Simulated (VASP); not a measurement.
A run of VASP 6.6.1:

File POSCAR:

```
SiO2
1.0
   -4.4177290760      4.4177290760      2.6040795363
    4.4177290760     -4.4177290760      2.6040795363
    4.4177290760      4.4177290760     -2.6040795363
Si O
4 8
Direct
    0.1773592561      0.1773592561      0.3547185123
    0.8226407439      0.1773592561      0.0000000000
    0.1773592561      0.8226407439      0.0000000000
    0.8226407439      0.8226407439      0.6452814877
    0.5000000000      0.5000000000      0.5000000000
    0.0000000000      0.5000000000      0.0000000000
    0.5000000000      0.0000000000      0.0000000000
    0.0000000000      0.0000000000      0.5000000000
    0.0000000000      0.2110964306      0.2110964306
    0.7889035694      0.0000000000      0.7889035694
    0.2110964306      0.0000000000      0.2110964306
    0.0000000000      0.7889035694      0.7889035694
```

INCAR.step1

```
PREC = Accurate ; ENCUT = 520
ISMEAR = 0 ; SIGMA = 0.02
LREAL = False ; LASPH = True
NELM = 80 ; NBANDS = 44
GGA = PE ; ALGO = Normal
EDIFF = 1E-4 ; LWAVE = True
LCHARG = False
```

File INCAR.step2:

```
PREC = Accurate ; ENCUT = 520
EDIFF = 1E-6 ; ISMEAR = 0
SIGMA = 0.02 ; LREAL = False
LASPH = True ; NELM = 80
ALGO = Normal ; ISIF = 2
LWAVE = False ; LCHARG = False
METAGGA = R2SCAN ; LMIXTAU = True
NBANDS = 44 ; ISTART = 1
```

Contents of KPOINTS:

```
Automatic mesh
0
Gamma
  6 6 6
```

Potentials or basis: VASP PAW PBE potentials, release 64 (Si, O).

Run with:

```console
$ cat potpaw_PBE.64/Si/POTCAR potpaw_PBE.64/O/POTCAR > POTCAR
$ cp INCAR.step1 INCAR
$ mpirun -np 1 vasp_std > vasp.out
$ cp INCAR.step2 INCAR
$ mpirun -np 1 vasp_std > vasp.out
```

Hardware: 1 thread of Intel(R) Xeon(R) 6975P-C (Granite Rapids), with other jobs on the host.

How long does it take, and how much memory?

It took 9.3 min on 1 thread of Intel(R) Xeon(R) 6975P-C (Granite Rapids) (shared host), peak memory 0.47 GiB. Counts: k points 30.
